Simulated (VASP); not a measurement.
Runs of VASP 6.6.1 on AgBr. Symmetry: Fm-3m, No. 225, cubic system. Conventional cell: a = 5.785 Å, b = 5.785 Å, c = 5.785 Å, α = 90.00°, β = 90.00°, γ = 90.00°. Within 3.8 Å of Ag (site symmetry m-3m) lie 6 Br at 2.89 Å. Br (site symmetry m-3m) has 6 Ag at 2.89 Å within 3.8 Å. 

```tsv
level	k mesh	cutoff (eV)	grid for exact exchange (PRECFOCK)	share of exact exchange	screening parameter	gap on the mesh (eV)	pressure (GPa)
PBEsol	6 × 6 × 6	500	-	-	-	(b)	(c)
PBE-based screened hybrid with 5 % exact exchange	4 × 4 × 4	400	Normal	0.05	0.3 1/Å	0.89	1.2
PBE-based global hybrid with 30 % exact exchange	4 × 4 × 4	400	Normal	0.3	-	3.16	0.5
PBE-based screened hybrid with 35 % exact exchange	4 × 4 × 4	400	Normal	0.35	0.3 1/Å	(a)	0.8
HSE06	4 × 4 × 4	400	Normal	0.25	0.2079 1/Å	2.02	0.8
```

Alike in all rows: task single point; potentials or basis VASP PAW PBE potentials, release 64 (Ag, Br); no spin polarisation; cell as given; smearing gaussian 0.01 eV.

Q: Estimate the missing entries.

A: (a) 2.29; (b) 0.51; (c) -2.6.

Caveats: some runs use coarse meshes; the PAW data sets were made with another functional, which shifts forces and pressure a little.

A k mesh can miss the band edges, and the runs leave out spin-orbit coupling on Ag, Br.
